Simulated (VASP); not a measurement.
A run of VASP 6.6.1 is set up as follows.

The input INCAR:

```
PREC = Accurate
ENCUT = 520
EDIFF = 1E-7
ISMEAR = -1
SIGMA = 0.1
LREAL = False
LASPH = True
NELM = 100
ALGO = Normal
ISIF = 2
LWAVE = False
LCHARG = True
LDIPOL = True
IDIPOL = 3
DIPOL = 0.5 0.5 0.500
GGA = PE
LELF = True
LVHAR = True
LVACPOTAV = True
NBANDS = 21
```

KPOINTS

```
Automatic mesh
0
Gamma
  15 10 1
```

POSCAR

```
Si
1.0
    2.6702107599      0.0000000000      0.0000000000
    0.0000000000      4.3604359116      0.0000000000
    0.0000000000      0.0000000000     22.2937000000
Si
6
Direct
    0.3333333335      0.2500000000      0.3588447157
    0.9999999995      0.7500000000      0.4153068298
    0.6666666665      0.2500000000      0.4717689433
    0.3333333335      0.7500000000      0.5282310567
    0.9999999995      0.2500000000      0.5846931709
    0.6666666665      0.7500000000      0.6411552843
```

Potentials or basis: VASP PAW PBE potentials, release 64 (Si).

Launch:

```sh
$ cat potpaw_PBE.64/Si/POTCAR > POTCAR
$ mpirun -np 1 vasp_std > vasp.out
```

Q: Estimate the band gap on the k mesh.

A: Zero (bands 12 and 13 overlap by 3.33 eV).

Q: What does it give for the largest force?

A: 0.437 eV/Å.

Forces on the atoms (eV/Å):
```
Si  -0.244  0.000  0.362
Si   0.209  0.000 -0.379
Si   0.028  0.000  0.085
Si  -0.028  0.000 -0.085
Si  -0.209  0.000  0.379
Si   0.244  0.000 -0.362
```
